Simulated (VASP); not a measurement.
# Te (P6_3/mmc) in VASP: single point with LDA

Aim: the single point of Te with LDA.

Everything below comes from runs of VASP 6.6.1. Logs are shortened: lines on timing, memory, paths and dates and some standing lists are left out, and cuts for length are marked.

## (1) The cell of the first run

The structure is hexagonal, space group P6_3/mmc (No. 194). The conventional cell has a = 4.520 Å, b = 4.520 Å, c = 7.330 Å, α = 90.00°, β = 90.00°, γ = 120.00°. Te (site symmetry -6m2) has 12 Te at 4.50 to 4.52 Å within 5.9 Å.

## (2) Single point, LDA

Contents of INCAR:

```
PREC     = Accurate       # precision mode
ENCUT    = 500            # plane-wave cutoff, eV
EDIFF    = 1E-6           # SCF threshold, eV
ISMEAR   = -1             # smearing method
SIGMA    = 0.1            # smearing width, eV
LREAL    = F              # projectors in reciprocal space
LASPH    = T              # aspherical terms in the spheres
NELM     = 120            # most SCF steps
ALGO     = Normal         # electronic algorithm
ISIF     = 2              # what is computed and relaxed
LWAVE    = F              # write WAVECAR
LCHARG   = F              # write CHGCAR
GGA      = CA             # functional
NBANDS   = 13             # bands
GGA_COMPAT= F
```

Contents of KPOINTS:

```
regular mesh
0
Gamma
  6 6 4
```

Contents of POSCAR:

```
Te
1.0
    4.5200000000      0.0000000000      0.0000000000
   -2.2600000000      3.9144300000      0.0000000000
    0.0000000000      0.0000000000      7.3300000000
Te
2
Direct
    0.3333333333      0.6666666667      0.3850000000
    0.6666666667      0.3333333333      0.8850000000
```

Potentials or basis: VASP PAW LDA potentials, release 64 (Te).

Command:

```sh
cat potpaw_LDA.64/Te/POTCAR > POTCAR
mpirun -np 1 vasp_std > vasp.out
```

OUTCAR:

```text
PREC = Accurate
   ENCUT = 500
   EDIFF = 1E-6
   ISMEAR = -1
   LREAL = F
   LASPH = T
   NELM = 120
   ISIF = 2
   GGA = CA

 ion  position               nearest neighbor table
   1  0.333  0.667  0.385-
   2  0.667  0.333  0.885-

  LATTYP: Found a hexagonal cell.
 ALAT       =     4.5200000000
 C/A-ratio  =     1.6216814159

  Lattice vectors:

 A1 = (   4.5200000000,   0.0000000000,   0.0000000000)
 A2 = (  -2.2600000000,   3.9144300000,   0.0000000000)
 A3 = (   0.0000000000,   0.0000000000,   7.3300000000)

Analysis of symmetry for initial positions (statically):
=====================================================================
 Subroutine PRICEL returns:
 Original cell was already a primitive cell.

 Routine SETGRP: Setting up the symmetry group for a
 hexagonal supercell.

 Subroutine GETGRP returns: Found 24 space group operations
 (whereof  6 operations were pure point group operations)
 out of a pool of 24 trial point group operations.

The static configuration has the point symmetry C_3v.
 The point group associated with its full space group is D_6h.

Analysis of symmetry for dynamics (positions and initial velocities):
=====================================================================
 Subroutine PRICEL returns:
 Original cell was already a primitive cell.

 Routine SETGRP: Setting up the symmetry group for a
 hexagonal supercell.

 Subroutine GETGRP returns: Found 24 space group operations
 (whereof  6 operations were pure point group operations)
 out of a pool of 24 trial point group operations.

The dynamic configuration has the point symmetry C_3v.
 The point group associated with its full space group is D_6h.

 Subroutine INISYM returns: Found 24 space group operations
 (whereof  6 operations are pure point group operations),
 and found     1 'primitive' translations

----------------------------------------------------------------------------------------

                                     Primitive cell

  volume of cell :     129.6913

  direct lattice vectors                    reciprocal lattice vectors
     4.520000000  0.000000000  0.000000000     0.221238938  0.127732518  0.000000000
    -2.260000000  3.914430000  0.000000000     0.000000000  0.255465036  0.000000000
     0.000000000  0.000000000  7.330000000     0.000000000  0.000000000  0.136425648

  length of vectors
     4.520000000  4.519995821  7.330000000     0.255464800  0.255465036  0.136425648

  position of ions in fractional coordinates (direct lattice)
     0.333333333  0.666666667  0.385000000
     0.666666667  0.333333333  0.885000000

  ion indices of the primitive-cell ions
   primitive index   ion index
                 1           1
                 2           2

----------------------------------------------------------------------------------------

 KPOINTS: regular mesh

Automatic generation of k-mesh.
 Grid dimensions read from file:
 generate k-points for:    6    6    4

 Generating k-lattice:

  Cartesian coordinates                     Fractional coordinates (reciprocal lattice)
     0.036873156  0.021288753  0.000000000     0.166666667 -0.000000000  0.000000000
     0.000000000  0.042577506  0.000000000     0.000000000  0.166666667  0.000000000
     0.000000000  0.000000000  0.034106412     0.000000000  0.000000000  0.250000000

  Length of vectors
     0.042577467  0.042577506  0.034106412

  Shift w.r.t. Gamma in fractional coordinates (k-lattice)
     0.000000000  0.000000000  0.000000000

 Subroutine IBZKPT returns following result:
 ===========================================

 Found     21 irreducible k-points:

 Following reciprocal coordinates:
            Coordinates               Weight
  0.000000  0.000000  0.000000      1.000000
  0.166667  0.000000  0.000000      6.000000
  0.333333 -0.000000  0.000000      6.000000
  0.500000 -0.000000  0.000000      3.000000
  0.166667  0.166667  0.000000      6.000000
  0.333333  0.166667  0.000000     12.000000
[... 13 lines left out ...]
  0.333333  0.166667  0.500000     12.000000
  0.333333  0.333333  0.500000      2.000000
   k-points           NKPTS =     21   k-points in BZ     NKDIM =     21   number of bands    NBANDS=     13
   number of dos      NEDOS =    301   number of ions     NIONS =      2
   total plane-waves  NPLWV =  69984
   dimension x,y,z NGX =    36 NGY =   36 NGZ =   54
   dimension x,y,z NGXF=    72 NGYF=   72 NGZF=  108
   ions per type =               2
   NGX,Y,Z   is equivalent  to a cutoff of  13.24, 13.24, 12.25 a.u.
   NGXF,Y,Z  is equivalent  to a cutoff of  26.48, 26.48, 24.49 a.u.
 SYSTEM =  unknown system
   PREC   = accura    normal or accurate (medium, high low for compatibility)
   ISTART =      0    job   : 0-new  1-cont  2-samecut
   ICHARG =      2    charge: 1-file 2-atom 10-const
   ISPIN  =      1    spin polarized calculation?
   LNONCOLLINEAR =      F non collinear calculations
   LSORBIT =      F    spin-orbit coupling
   LASPH  =      T    aspherical Exc in radial PAW
   ENCUT  =  500.0 eV  36.75 Ry    6.06 a.u.   8.24  8.24 13.36*2*pi/ulx,y,z
   NELM   =    120;   NELMIN=  2; NELMDL= -5     # of ELM steps
   EDIFF  = 0.1E-05   stopping-criterion for ELM
   LREAL  =      F    real-space projection
   EDIFFG = 0.1E-04   stopping-criterion for IOM
   NSW    =      0    number of steps for IOM
   IBRION =     -1    ionic relax: 0-MD 1-quasi-New 2-CG
   NFREE  =      0    steps in history (QN), initial steepest desc. (CG)
   ISIF   =      2    stress and relaxation
   ISYM   =      2    0-nonsym 1-usesym 2-fastsym
   POTIM  = 0.5000    time-step for ionic-motion
   TEBEG  =    0.0;   TEEND  =   0.0 temperature during run
   PSTRESS=    0.0 pullay stress
   NELECT =      12.0000    total number of electrons
   NUPDOWN=      -1.0000    fix difference up-down
   EMIN   =  10.00;   EMAX   =-10.00  energy-range for DOS
   EFERMI =   0.00;   METHOD = LEGACY
   ISMEAR =    -1;   SIGMA  =   0.10  broadening in eV -4-tet -1-fermi 0-gaus
   EFERMI_NEDOS =   21; number of points for ismear=-14 and -15
   IALGO  =     38    algorithm
   IMIX   =      4    mixing-type and parameters
     AMIX     =   0.40;   BMIX     =  1.00
     AMIX_MAG =   1.60;   BMIX_MAG =  1.00
  volume/ion in A,a.u.               =      64.85       437.60
  Fermi-wavevector in a.u.,A,eV,Ry     =   0.740454  1.399256  7.459701  0.548273
  Thomas-Fermi vector in A             =   1.834860
   LORBIT       =      0    0 simple, 1 ext, 2 COOP (PROOUT), +10 PAW based schemes
   GGA     = CA    functional components
   LHFCALC =     F    Hartree Fock is set to
   AEXX    =    0.0000 exact exchange contribution
   IVDW    =     0    specifies the selected vdW correction
   LEPSILON=     F    determine dielectric tensor
   LRPA    =     F    only Hartree local field effects (RPA)
 non-spin polarized calculation
  energy-cutoff  :      500.00
  volume of cell :      129.69
 maximum number of plane-waves:      3318
 NGX is ok and might be reduce to    36
   NGX = 17   NGY = 17   NGZ = 27

 number of electron      12.0000001 magnetization

 Free energy of the ion-electron system (eV)
  ---------------------------------------------------
  ext. energy  EPLUGINS =         0.00000000
  ---------------------------------------------------
  free energy    TOTEN  =        -3.20560210 eV

  energy without entropy =       -2.96026293  energy(sigma->0) =       -3.08293252

 E-fermi :  -0.3891     XC(G=0):  -7.0028

 val. band max:       -0.3915626938   @ k =   0.3333   0.1667   0.0000
 cond. band min:      -0.3656692966   @ k =   0.1667   0.0000   0.0000
 fundamental gap:      0.0258933972
 Fermi energy:        -0.3891113395

 k-point     1 :       0.0000    0.0000    0.0000
  band No.  band energies     occupation
      1     -10.5021      2.00000
      2     -10.0923      2.00000
      3      -2.1996      2.00000
      4      -0.0688      0.07809
      5      -0.0688      0.07809
      6       0.2305      0.00407
      7       0.2305      0.00407
      8       0.2456      0.00350
      9       4.2166      0.00000
     10       5.2542      0.00000
     11       7.9670      0.00000
     12       7.9670      0.00000
     13       8.0229      0.00000

 k-point     2 :       0.1667    0.0000    0.0000
  band No.  band energies     occupation
      1     -10.4199      2.00000
      2     -10.0519      2.00000
      3      -2.0291      2.00000
      4      -0.6681      1.88421
      5      -0.3657      0.88332
      6      -0.2413      0.37144
      7       0.1604      0.00818
      8       0.1736      0.00717
      9       4.9898      0.00000
     10       5.8908      0.00000
     11       7.0961      0.00000
     12       7.6301      0.00000
     13       7.9606      0.00000

 k-point     3 :       0.3333   -0.0000    0.0000
  band No.  band energies     occupation
      1     -10.2302      2.00000
      2      -9.9832      2.00000
      3      -1.6090      1.99999
      4      -1.5768      1.99999
      5      -1.2170      1.99949
      6      -0.5184      1.56913
      7      -0.1296      0.13896
      8       0.0283      0.03030
      9       5.5008      0.00000
     10       5.8535      0.00000
     11       6.2151      0.00000
     12       7.7350      0.00000
     13       7.9887      0.00000

 k-point     4 :       0.5000   -0.0000    0.0000
  band No.  band energies     occupation
      1     -10.1057      2.00000
      2      -9.9712      2.00000
      3      -2.0021      2.00000
      4      -1.5695      1.99999
      5      -1.1880      1.99932
      6      -0.6380      1.84671
      7      -0.4436      1.26609
      8      -0.0476      0.06365
      9       5.2299      0.00000
     10       5.7163      0.00000
     11       5.8415      0.00000
     12       7.7608      0.00000
     13       8.4617      0.00000

 k-point     5 :       0.1667    0.1667    0.0000
  band No.  band energies     occupation
      1     -10.2826      2.00000
      2      -9.9973      2.00000
      3      -1.7141      2.00000
      4      -1.1842      1.99930
      5      -1.1554      1.99906
      6      -0.4456      1.27533
      7      -0.1210      0.12817
      8      -0.0278      0.05253
      9       5.9633      0.00000
     10       6.5426      0.00000
     11       6.5574      0.00000
     12       6.6487      0.00000
     13       7.6551      0.00000
[... 209 lines left out ...]
 k-point    19 :       0.1667    0.1667    0.5000
  band No.  band energies     occupation
      1     -10.1446      2.00000
      2     -10.1446      2.00000
      3      -1.5468      1.99998
      4      -1.5468      1.99998
      5      -0.5352      1.62320
      6      -0.5352      1.62320
      7      -0.2408      0.36993
      8      -0.2408      0.36993
      9       5.9801      0.00000
     10       5.9801      0.00000
     11       7.1628      0.00000
     12       7.1628      0.00000
     13       7.5284      0.00000

 k-point    20 :       0.3333    0.1667    0.5000
  band No.  band energies     occupation
      1     -10.0388      2.00000
      2     -10.0388      2.00000
      3      -1.8891      2.00000
      4      -1.8891      2.00000
      5      -0.8385      1.97790
      6      -0.8385      1.97790
      7      -0.2204      0.31240
      8      -0.2204      0.31240
      9       5.6953      0.00000
     10       5.6953      0.00000
     11       6.8704      0.00000
     12       6.8704      0.00000
     13       7.9589      0.00000

 k-point    21 :       0.3333    0.3333    0.5000
  band No.  band energies     occupation
      1     -10.0028      2.00000
      2     -10.0028      2.00000
      3      -1.7366      2.00000
      4      -1.7366      2.00000
      5      -1.3306      1.99984
      6      -1.3306      1.99984
      7      -0.1552      0.17580
      8      -0.1552      0.17580
      9       6.1494      0.00000
     10       6.1494      0.00000
     11       6.6281      0.00000
     12       6.6281      0.00000
     13       8.3153      0.00000

------------------------ aborting loop because EDIFF is reached ----------------------------------------

  FORCE on cell =-STRESS in cart. coord.  units (eV):
  Direction    XX          YY          ZZ          XY          YZ          ZX
  --------------------------------------------------------------------------------------
  -------------------------------------------------------------------------------------
  Total       -4.4880476     -4.4880366     -4.9260317      0.0000000      0.0000000      0.0000000
  in kB      -55.4443249    -55.4441882    -60.8550808      0.0000000      0.0000000      0.0000000
  external PRESSURE =     -57.2478646 kB  Pullay stress =       0.0000000 kB

 VOLUME and BASIS-vectors are now :
 -----------------------------------------------------------------------------
  energy-cutoff  :      500.00
  volume of cell :      129.69
      direct lattice vectors                 reciprocal lattice vectors
     4.520000000  0.000000000  0.000000000     0.221238938  0.127732518  0.000000000
    -2.260000000  3.914430000  0.000000000     0.000000000  0.255465036  0.000000000
     0.000000000  0.000000000  7.330000000     0.000000000  0.000000000  0.136425648

 POSITION                                       TOTAL-FORCE (eV/Angst)
 -----------------------------------------------------------------------------------
     -0.00000      2.60962      2.82205        -0.000000      0.000000     -0.000000
      2.26000      1.30481      6.48705         0.000000      0.000000      0.000000
 -----------------------------------------------------------------------------------
    total drift:                                0.000000      0.000000     -0.000001

  FREE ENERGIE OF THE ION-ELECTRON SYSTEM (eV)
  ---------------------------------------------------
  free  energy   TOTEN  =        -3.2056021009 eV

  energy  without entropy=       -2.9602629301  energy(sigma->0) =       -3.08293252
```

Wall time 23 s (1 thread of Intel Xeon Platinum 8375C at 2.90GHz (Ice Lake), shared host); peak memory 0.2 GiB.

What came out:

| Property | Result |
| --- | --- |
| Free energy | -3.2056 eV |
| Pressure | -5.7 GPa |
| Band gap on the k mesh | zero (band 6 reaches 0.23 eV, above the bottom of band 7 at -0.78 eV) |

Caveat: spin-orbit coupling is left out, which moves the levels of the heavy elements.
